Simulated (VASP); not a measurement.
# CaO (Fm-3m) in VASP: a series of runs, part 2 of 2

VASP 6.6.1. The steps go on from the part before.

## Step 3: Single point, LDA (volume scaled by 0.96)

File INCAR:

```
ALGO = Normal
EDIFF = 1E-6
ENCUT = 520
GGA = CA
ISIF = 2
ISMEAR = 0
LASPH = T
LCHARG = T
LELF = T
LREAL = F
LVHAR = T
LWAVE = F
NBANDS = 15
NELM = 60
PREC = Accurate
SIGMA = 0.05
```

File KPOINTS:

```
k-points
0
Gamma
  8 8 8
```

File POSCAR:

```
CaO
1.0
    0.0000000000      2.3218312908      2.3218312908
    2.3218312908      0.0000000000      2.3218312908
    2.3218312908      2.3218312908      0.0000000000
Ca O
1 1
Direct
    0.5000000000      0.5000000000      0.5000000000
    0.0000000000      0.0000000000      0.0000000000
```

Potentials or basis: VASP PAW LDA potentials, release 64 (Ca_sv, O).

Command:

```sh
cat potpaw_LDA.64/Ca_sv/POTCAR potpaw_LDA.64/O/POTCAR > POTCAR
mpirun -np 1 vasp_std > vasp.out
```

OUTCAR:

```text
EDIFF = 1E-6
   ENCUT = 520
   GGA = CA
   ISIF = 2
   ISMEAR = 0
   LASPH = T
   LREAL = F
   NELM = 60
   PREC = Accurate

 ion  position               nearest neighbor table
   1  0.500  0.500  0.500-   2 2.32   2 2.32   2 2.32   2 2.32   2 2.32   2 2.32
   2  0.000  0.000  0.000-   1 2.32   1 2.32   1 2.32   1 2.32   1 2.32   1 2.32

  LATTYP: Found a face centered cubic cell.
 ALAT       =     4.6436625816

  Lattice vectors:

 A1 = (   0.0000000000,   2.3218312908,   2.3218312908)
 A2 = (   2.3218312908,   0.0000000000,   2.3218312908)
 A3 = (   2.3218312908,   2.3218312908,   0.0000000000)

Analysis of symmetry for initial positions (statically):
=====================================================================
 Subroutine PRICEL returns:
 Original cell was already a primitive cell.

 Routine SETGRP: Setting up the symmetry group for a
 face centered cubic supercell.

 Subroutine GETGRP returns: Found 48 space group operations
 (whereof 48 operations were pure point group operations)
 out of a pool of 48 trial point group operations.

The static configuration has the point symmetry O_h .

Analysis of symmetry for dynamics (positions and initial velocities):
=====================================================================
 Subroutine PRICEL returns:
 Original cell was already a primitive cell.

 Routine SETGRP: Setting up the symmetry group for a
 face centered cubic supercell.

 Subroutine GETGRP returns: Found 48 space group operations
 (whereof 48 operations were pure point group operations)
 out of a pool of 48 trial point group operations.

The dynamic configuration has the point symmetry O_h .

 Subroutine INISYM returns: Found 48 space group operations
 (whereof 48 operations are pure point group operations),
 and found     1 'primitive' translations

----------------------------------------------------------------------------------------

                                     Primitive cell

[... 114 lines left out ...]
   LORBIT       =      0    0 simple, 1 ext, 2 COOP (PROOUT), +10 PAW based schemes
   GGA     = CA    functional components
   LHFCALC =     F    Hartree Fock is set to
   AEXX    =    0.0000 exact exchange contribution
   IVDW    =     0    specifies the selected vdW correction
   LEPSILON=     F    determine dielectric tensor
   LRPA    =     F    only Hartree local field effects (RPA)
 non-spin polarized calculation
 Gauss-broadening in eV      SIGMA  =   0.05
  energy-cutoff  :      520.00
  volume of cell :       25.03
 maximum number of plane-waves:       692
   NGX = 13   NGY = 13   NGZ = 13

 number of electron      15.9999995 magnetization

 Free energy of the ion-electron system (eV)
  ---------------------------------------------------
  ext. energy  EPLUGINS =         0.00000000
  ---------------------------------------------------
  free energy    TOTEN  =       -14.19368940 eV

  energy without entropy =      -14.19368940  energy(sigma->0) =      -14.19368940

 E-fermi :   3.0109     XC(G=0): -11.5460

 val. band max:        2.6493901675   @ k =   0.0000   0.0000   0.0000
 cond. band min:       6.0298705265   @ k =   0.5000   0.5000   0.0000
 fundamental gap:      3.3804803590
 Fermi energy:         3.0108982360

 k-point     1 :       0.0000    0.0000    0.0000
  band No.  band energies     occupation
      1     -34.0294      2.00000
      2     -14.9766      2.00000
      3     -14.9766      2.00000
      4     -14.9766      2.00000
      5     -12.7621      2.00000
      6       2.6494      2.00000
      7       2.6494      2.00000
      8       2.6494      2.00000
      9       8.0982      0.00000
     10       8.9823      0.00000
     11       8.9823      0.00000
     12       8.9823      0.00000
     13      10.7383      0.00000
     14      10.7383      0.00000
[... 401 lines left out ...]
      2     -16.3619      2.00000
      3     -15.3347      2.00000
      4     -15.1623      2.00000
      5     -11.4363      2.00000
      6       0.3803      2.00000
      7       1.3998      2.00000
      8       1.4164      2.00000
      9       9.6851      0.00000
     10       9.7561      0.00000
     11      11.9737      0.00000
     12      12.3703      0.00000
     13      13.7067      0.00000
     14      15.4948      0.00000
     15      17.7091      0.00000

 [... further k-points ...]
[... 5 lines left out ...]
  --------------------------------------------------------------------------------------
  -------------------------------------------------------------------------------------
  Total        1.0911073      1.0911073      1.0911073     -0.0000000     -0.0000000      0.0000000
  in kB       69.8322561     69.8322561     69.8322561     -0.0000000     -0.0000000      0.0000000
  external PRESSURE =      69.8322561 kB  Pullay stress =       0.0000000 kB

 VOLUME and BASIS-vectors are now :
 -----------------------------------------------------------------------------
  energy-cutoff  :      520.00
  volume of cell :       25.03
      direct lattice vectors                 reciprocal lattice vectors
     0.000000000  2.321831291  2.321831291    -0.215347257  0.215347257  0.215347257
     2.321831291  0.000000000  2.321831291     0.215347257 -0.215347257  0.215347257
     2.321831291  2.321831291  0.000000000     0.215347257  0.215347257 -0.215347257

 POSITION                                       TOTAL-FORCE (eV/Angst)
 -----------------------------------------------------------------------------------
      2.32183      2.32183      2.32183        -0.000000     -0.000000     -0.000000
      0.00000      0.00000      0.00000         0.000000      0.000000      0.000000
 -----------------------------------------------------------------------------------
    total drift:                                0.000000     -0.000000     -0.000000

  FREE ENERGIE OF THE ION-ELECTRON SYSTEM (eV)
  ---------------------------------------------------
  free  energy   TOTEN  =       -14.1936893967 eV

  energy  without entropy=      -14.1936893967  energy(sigma->0) =      -14.19368940
```

Wall time 3.4 s (1 thread of Intel Xeon 6975P-C (Granite Rapids), shared host); peak memory 0.13 GiB.

What came out:

```
Free energy            : -14.1937 eV
Pressure               : 7.0 GPa
Band gap on the k mesh : 3.38 eV, indirect (least direct gap 3.72 eV)
```

 A k mesh can miss the band edges.

## Step 4: Single point, PBE+D3(BJ) (volume scaled by 0.98)

File INCAR:

```
PREC = Accurate
ENCUT = 520
EDIFF = 1E-6
ISMEAR = 0
SIGMA = 0.05
LREAL = False
LASPH = True
NELM = 80
ALGO = Normal
ISIF = 2
LWAVE = False
LCHARG = False
GGA = PE
IVDW = 12
NBANDS = 15
```

File KPOINTS:

```
Automatic mesh
0
Gamma
  8 8 8
```

File POSCAR:

```
CaO
1.0
    0.0000000000      2.3755835693      2.3755835693
    2.3755835693      0.0000000000      2.3755835693
    2.3755835693      2.3755835693      0.0000000000
Ca O
1 1
Direct
    0.5000000000      0.5000000000      0.5000000000
    0.0000000000      0.0000000000      0.0000000000
```

Potentials or basis: VASP PAW PBE potentials, release 64 (Ca_sv, O).

Command:

```sh
cat potpaw_PBE.64/Ca_sv/POTCAR potpaw_PBE.64/O/POTCAR > POTCAR
mpirun -np 1 vasp_std > vasp.out
```

Run time: 6 s. Hardware: 1 thread of Intel Xeon 6975P-C (Granite Rapids), shared host; peak memory 0.17 GiB.

Results (log left out):

| Quantity | Value |
| --- | --- |
| Free energy | -13.3386 eV |
| Pressure | 3.1 GPa |
| Band gap on the k mesh | 3.62 eV, indirect (least direct gap 3.99 eV) |
| Dispersion energy per atom | -0.282 eV |

Levels at points of the mesh, in eV from the valence-band top:
```csv
k point,band 4,band 5,band 6,band 7,band 8,band 9,band 10,band 11,band 12,band 13
"(0.00, 0.00, 0.00)",-18.23,-15.60,0.00,0.00,0.00,5.00,6.31,6.31,6.31,7.87
"(0.50, 0.00, 0.00)",-18.29,-14.25,-2.72,-1.27,-1.27,7.21,8.54,8.54,8.78,10.71
"(0.50, 0.50, 0.00)",-18.49,-15.36,-1.28,-0.37,-0.37,3.62,8.30,9.09,9.77,9.77
```

## Step 5: Single point, PBE+D3(BJ) (volume scaled by 0.96)

File INCAR:

```
SYSTEM = CaO
ALGO = Normal
EDIFF = 1E-7
ENCUT = 520
GGA = PE
ISIF = 2
ISMEAR = 0
IVDW = 12
LASPH = .True.
LCHARG = .False.
LREAL = .False.
LWAVE = .False.
NBANDS = 15
NELM = 80
PREC = Accurate
SIGMA = 0.05
```

File KPOINTS:

```
k-points
0
Gamma
  8 8 8
  0 0 0
```

File POSCAR:

```
CaO
1.0
    0.0000000000      2.3593119382      2.3593119382
    2.3593119382      0.0000000000      2.3593119382
    2.3593119382      2.3593119382      0.0000000000
Ca O
1 1
Direct
    0.5000000000      0.5000000000      0.5000000000
    0.0000000000      0.0000000000      0.0000000000
```

Command:

```sh
cat potpaw_PBE.64/Ca_sv/POTCAR potpaw_PBE.64/O/POTCAR > POTCAR
mpirun -np 1 vasp_std > vasp.out
```

Wall time 6.7 s (1 thread of Intel Xeon 6975P-C (Granite Rapids), shared host); peak memory 0.17 GiB.

Results (log left out):

```
Free energy                : -13.3230 eV
Pressure                   : 5.8 GPa
Band gap on the k mesh     : 3.61 eV, indirect (least direct gap 3.97 eV)
Dispersion energy per atom : -0.288 eV
```

Levels at points of the mesh, in eV from the valence-band top:
```tsv
k point	band 5	band 6	band 7	band 8	band 9	band 10	band 11	band 12
(0.00, 0.00, 0.00)	-15.64	0.00	0.00	0.00	5.18	6.36	6.36	6.36
(0.50, 0.00, 0.00)	-14.20	-2.77	-1.32	-1.32	7.31	8.66	8.66	8.94
(0.50, 0.50, 0.00)	-15.41	-1.27	-0.36	-0.36	3.61	8.46	9.21	9.91
```

## Step 6: The runs side by side

```csv
level,potentials or basis,cell,gap on the mesh (eV),pressure (GPa)
LDA,"VASP PAW LDA potentials, release 64 (Ca_sv, O)","a = 3.306 Å, angles 60.0°, 2 atoms",3.40,3.8
LDA,"VASP PAW LDA potentials, release 64 (Ca_sv, O)","a = 3.284 Å, angles 60.0°, 2 atoms",3.38,7.0
PBE+D3(BJ),"VASP PAW PBE potentials, release 64 (Ca_sv, O)","a = 3.360 Å, angles 60.0°, 2 atoms",3.62,3.1
PBE+D3(BJ),"VASP PAW PBE potentials, release 64 (Ca_sv, O)","a = 3.337 Å, angles 60.0°, 2 atoms",3.61,5.8
```

Alike in all rows: task single point; no spin polarisation; k mesh 8 × 8 × 8; cutoff (eV) 520; smearing gaussian 0.05 eV.

Absolute energies hang on the potentials; compare differences alone.
